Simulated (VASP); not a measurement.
# SiC (P4_12_12) in VASP: a series of runs, part 2 of 2

VASP 6.6.1.

**3. Single point, PBE**

This run uses another cell than the first one, of 10.44 Å³/atom.

The input, INCAR:

```
SYSTEM = SiC
PREC = Accurate ; ENCUT = 520
EDIFF = 1E-6 ; ISMEAR = 0
SIGMA = 0.1 ; LREAL = .False.
LASPH = .True. ; NELM = 80
ALGO = Normal ; ISIF = 2
LWAVE = .False. ; LCHARG = .False.
GGA = PE ; NBANDS = 26
```

The input, KPOINTS:

```
regular mesh
0
Gamma
  4 4 6
  0 0 0
```

The input, POSCAR:

```
SiC
1.0
    5.3353762260      0.0000000000      0.0000000000
    0.0000000000      5.3353762260      0.0000000000
    0.0000000000      0.0000000000      2.9339624474
Si C
4 4
Direct
    0.6717901107      0.6717901107      0.5000000000
    0.1717901107      0.8282098893      0.2500000000
    0.3282098893      0.3282098893      0.0000000000
    0.8282098893      0.1717901107      0.7500000000
    0.8294338362      0.8294338362      0.0000000000
    0.3294338362      0.6705661638      0.7500000000
    0.1705661638      0.1705661638      0.5000000000
    0.6705661638      0.3294338362      0.2500000000
```

Potentials or basis: VASP PAW PBE potentials, release 64 (Si, C).

Launch:

```console
$ cat potpaw_PBE.64/Si/POTCAR potpaw_PBE.64/C/POTCAR > POTCAR
$ mpirun -np 1 vasp_std > vasp.out
```

Wall time 62 s (1 thread of Intel Xeon 8259CL, shared host); peak memory 0.2 GiB.

It converged, with:

* Free energy: -55.7319 eV
* Pressure: 0.0 GPa
* Band gap on the k mesh: 0.56 eV (least direct gap 2.28 eV)

Forces on the atoms (eV/Å):
```
Si   0.002  0.002  0.000
Si   0.002 -0.002  0.000
Si  -0.002 -0.002  0.000
Si  -0.002  0.002  0.000
C   -0.001 -0.001  0.000
C   -0.001  0.001  0.000
C    0.001  0.001  0.000
C    0.001 -0.001  0.000
```

Stress tensor (GPa, compression positive):
```
0.01 0.00 0.00
0.00 0.01 0.00
0.00 0.00 0.09
```

Levels at points of the mesh, in eV from the valence-band top:
```csv
k point,band 14,band 15,band 16,band 17,band 18,band 19
"(0.00, 0.00, 0.00)",-0.43,-0.43,0.00,3.46,4.45,4.45
"(0.50, 0.00, 0.00)",-1.02,-0.88,-0.88,3.67,3.67,4.77
"(0.50, 0.50, 0.00)",-1.16,-0.91,-0.91,2.75,2.75,4.72
"(0.00, 0.00, 0.50)",-2.86,-2.84,-2.84,0.56,0.56,5.12
"(0.50, 0.00, 0.50)",-1.84,-1.30,-1.30,2.08,2.08,3.62
"(0.50, 0.50, 0.50)",-1.66,-1.66,-1.66,2.22,2.22,2.22
```

Caveat: semilocal functionals underestimate gaps, and a narrow one can read as zero. A k mesh can miss the band edges.

**4. Relaxation of cell and atoms, PBE**

The input, INCAR:

```
SYSTEM = SiC
ALGO = Normal
EDIFF = 1E-6
EDIFFG = -0.04
ENCUT = 600
GGA = PE
IBRION = 2
ISIF = 3
ISMEAR = 0
LASPH = .TRUE.
LCHARG = .FALSE.
LREAL = .FALSE.
LWAVE = .FALSE.
NELM = 80
NSW = 90
PREC = Accurate
SIGMA = 0.1
```

The input, KPOINTS:

```
k-points
0
G
  4 4 6
  0 0 0
```

The input, POSCAR:

```
SiC
1.0
    5.0618404500      0.0000000000      0.0000000000
    0.0000000000      5.0618404500      0.0000000000
    0.0000000000      0.0000000000      2.7633232900
Si C
4 4
Direct
    0.6692432600      0.6692432600      0.5000000000
    0.1692432600      0.8307567400      0.2500000000
    0.3307567400      0.3307567400      0.0000000000
    0.8307567400      0.1692432600      0.7500000000
    0.8307567400      0.8307567400      0.0000000000
    0.3307567400      0.6692432600      0.7500000000
    0.1692432600      0.1692432600      0.5000000000
    0.6692432600      0.3307567400      0.2500000000
```

Launch:

```console
$ cat potpaw_PBE.64/Si/POTCAR potpaw_PBE.64/C/POTCAR > POTCAR
$ mpirun -np 1 vasp_std > vasp.out
```

It took 4.6 min on 1 thread of Intel Xeon 8259CL, shared host; peak memory 0.2 GiB.

Results (log left out):

```
Free energy                           : -55.7266 eV
Relaxed volume                        : 10.46 Å³/atom
Relaxed cell                          : a = 5.338 Å, b = 5.338 Å, c = 2.937 Å, α = 90.00°, β = 90.00°, γ = 90.00°
Space group after relaxing (to 0.1 Å) : P4_12_12 (No. 92)
Energy gained by relaxing             : 202.6 meV/atom
Ionic steps                           : 8
Pressure after relaxing               : -0.4 GPa
Largest force after relaxing          : 0.022 eV/Å
Band gap on the k mesh                : 0.57 eV (least direct gap 2.28 eV)
```

Forces in eV/Å, atoms in the order of the input:
```
Si   0.014  0.014  0.000
Si   0.014 -0.014  0.000
Si  -0.014 -0.014  0.000
Si  -0.014  0.014  0.000
C    0.016  0.016  0.000
C    0.016 -0.016  0.000
C   -0.016 -0.016  0.000
C   -0.016  0.016  0.000
```

Stress tensor (GPa, compression positive):
```
-0.30  0.00  0.00
 0.00 -0.30  0.00
 0.00  0.00 -0.45
```

The path:
| step | energy change (eV) | largest force (eV/Å) | pressure (GPa) | volume (Å³) |
| --- | --- | --- | --- | --- |
| 1 | 0.0000 | 0.2588 | 46.16 | 70.80 |
| 2 | -0.0172 | 0.3429 | -25.57 | 100.26 |
| 3 | -1.6089 | 0.3181 | -1.11 | 83.86 |
| 4 | -1.6103 | 0.3167 | -0.22 | 83.49 |
| 5 | -1.6100 | 0.3153 | 0.44 | 83.23 |
| 6 | -1.6171 | 0.1771 | 0.68 | 83.33 |
| 7 | -1.6202 | 0.0436 | 0.56 | 83.29 |
| 8 | -1.6209 | 0.0224 | -0.35 | 83.66 |

Final structure:
```cif
data_structure
_symmetry_space_group_name_H-M 'P 1'
_symmetry_Int_Tables_number 1
_cell_length_a 5.3376
_cell_length_b 5.3376
_cell_length_c 2.9366
_cell_angle_alpha 90.000
_cell_angle_beta 90.000
_cell_angle_gamma 90.000
_cell_volume 83.66
loop_
_atom_site_label
_atom_site_type_symbol
_atom_site_fract_x
_atom_site_fract_y
_atom_site_fract_z
_atom_site_occupancy
Si1 Si 0.67157 0.67157 0.50000 1
Si2 Si 0.17157 0.82843 0.25000 1
Si3 Si 0.32843 0.32843 0.00000 1
Si4 Si 0.82843 0.17157 0.75000 1
C1 C 0.82915 0.82915 0.00000 1
C2 C 0.32915 0.67085 0.75000 1
C3 C 0.17085 0.17085 0.50000 1
C4 C 0.67085 0.32915 0.25000 1
```

Levels at points of the mesh, in eV from the valence-band top:
```
           k point  band 14  band 15  band 16  band 17  band 18  band 19
(0.00, 0.00, 0.00)    -0.43    -0.43     0.00     3.46     4.44     4.44
(0.50, 0.00, 0.00)    -1.04    -0.88    -0.88     3.65     3.65     4.77
(0.50, 0.50, 0.00)    -1.16    -0.92    -0.92     2.74     2.74     4.69
(0.00, 0.00, 0.50)    -2.87    -2.84    -2.84     0.57     0.57     5.10
(0.50, 0.00, 0.50)    -1.84    -1.30    -1.30     2.09     2.09     3.62
(0.50, 0.50, 0.50)    -1.66    -1.66    -1.66     2.21     2.21     2.21
```

Caveat: the volume moved by over 15 % at a fixed basis, so the end points are rough; semilocal functionals underestimate gaps, and a narrow one can read as zero.

**5. Single point, PBE**

This run uses another cell than the first one, of 10.44 Å³/atom.

The input, INCAR:

```
SYSTEM = SiC
  ALGO = Normal
  EDIFF = 1E-7
  ENCUT = 520
  GGA = PE
  ISIF = 2
  ISMEAR = 0
  LASPH = .True.
  LCHARG = .True.
  LELF = .True.
  LREAL = .False.
  LVHAR = .True.
  LWAVE = .False.
  NBANDS = 26
  NELM = 80
  PREC = Accurate
  SIGMA = 0.02
```

The input, KPOINTS:

```
k-points
0
Gamma
  8 8 12
  0 0 0
```

The input, POSCAR:

```
SiC
1.0
    5.3366239023      0.0000000000      0.0000000000
    0.0000000000      5.3366239023      0.0000000000
    0.0000000000      0.0000000000      2.9329195741
Si C
4 4
Direct
    0.6717903500      0.6717903500      0.5000000000
    0.1717903500      0.8282096500      0.2500000000
    0.3282096500      0.3282096500      0.0000000000
    0.8282096500      0.1717903500      0.7500000000
    0.8294734733      0.8294734733      0.0000000000
    0.3294734733      0.6705265267      0.7500000000
    0.1705265267      0.1705265267      0.5000000000
    0.6705265267      0.3294734733      0.2500000000
```

Launch:

```console
$ cat potpaw_PBE.64/Si/POTCAR potpaw_PBE.64/C/POTCAR > POTCAR
$ mpirun -np 1 vasp_std > vasp.out
```

It took 4.5 min on 1 thread of Intel Xeon 8259CL, shared host; peak memory 0.3 GiB.

The run converged. Its results:

| Quantity | Value |
| --- | --- |
| Free energy | -55.7376 eV |
| Pressure | 0.0 GPa |
| Band gap on the k mesh | 0.48 eV (least direct gap 2.23 eV) |

Forces on the atoms (eV/Å):
```
Si   0.002  0.002  0.000
Si   0.002 -0.002  0.000
Si  -0.002 -0.002  0.000
Si  -0.002  0.002  0.000
C   -0.001 -0.001  0.000
C   -0.001  0.001  0.000
C    0.001  0.001  0.000
C    0.001 -0.001  0.000
```

Stress tensor (GPa, compression positive):
```
-0.02  0.00  0.00
 0.00 -0.02  0.00
 0.00  0.00  0.10
```

Levels at points of the mesh, in eV from the valence-band top:
| k point | band 12 | band 13 | band 14 | band 15 | band 16 | band 17 | band 18 | band 19 | band 20 | band 21 |
| --- | --- | --- | --- | --- | --- | --- | --- | --- | --- | --- |
| (0.00, 0.00, 0.00) | -1.36 | -1.00 | -0.51 | -0.51 | -0.08 | 3.38 | 4.38 | 4.38 | 5.31 | 5.31 |
| (0.50, 0.00, 0.00) | -2.11 | -1.10 | -1.10 | -0.96 | -0.96 | 3.59 | 3.59 | 4.69 | 4.69 | 5.52 |
| (0.50, 0.50, 0.00) | -2.71 | -1.23 | -1.23 | -0.98 | -0.98 | 2.67 | 2.67 | 4.65 | 4.65 | 5.02 |
| (0.00, 0.00, 0.50) | -3.69 | -2.94 | -2.94 | -2.92 | -2.92 | 0.48 | 0.48 | 5.04 | 5.04 | 6.27 |
| (0.50, 0.00, 0.50) | -4.97 | -1.92 | -1.92 | -1.38 | -1.38 | 2.00 | 2.00 | 3.54 | 3.54 | 3.73 |
| (0.50, 0.50, 0.50) | -3.67 | -1.75 | -1.75 | -1.75 | -1.75 | 2.13 | 2.13 | 2.13 | 2.13 | 3.81 |

Caveat: semilocal functionals underestimate gaps, and a narrow one can read as zero. A k mesh can miss the band edges.

**6. The runs side by side**

| task | cell | k mesh | cutoff (eV) | smearing | gap on the mesh (eV) | pressure (GPa) | largest force (eV/Å) |
| --- | --- | --- | --- | --- | --- | --- | --- |
| single point | a = 5.062, b = 5.062, c = 2.763 Å, 8 atoms, atomic positions A | 4 × 4 × 6 | 520 | gaussian 0.1 eV | 0.16 | 46.3 | 0.26 |
| single point | a = 5.335, b = 5.335, c = 2.934 Å, 8 atoms, atomic positions B | 4 × 4 × 6 | 520 | gaussian 0.1 eV | 0.56 | 0.0 | - |
| relaxation of cell and atoms | relaxed from a = 5.062, b = 5.062, c = 2.763 Å, 8 atoms, atomic positions A | 4 × 4 × 6 | 600 | gaussian 0.1 eV | 0.57 | -0.4 | 0.02 |
| single point | a = 5.337, b = 5.337, c = 2.933 Å, 8 atoms, atomic positions B | 8 × 8 × 12 | 520 | gaussian 0.02 eV | 0.48 | 0.0 | - |

Alike in all rows: level PBE; potentials or basis VASP PAW PBE potentials, release 64 (Si, C); no spin polarisation.

Caveats: semilocal functionals underestimate gaps, and a narrow one can read as zero; the stress differs along the axes, from 43 to 53 GPa (at least some runs); the volume moved by over 15 % at a fixed basis, so the end points are rough (at least some runs).

Absolute energies hang on the potentials; compare differences alone.
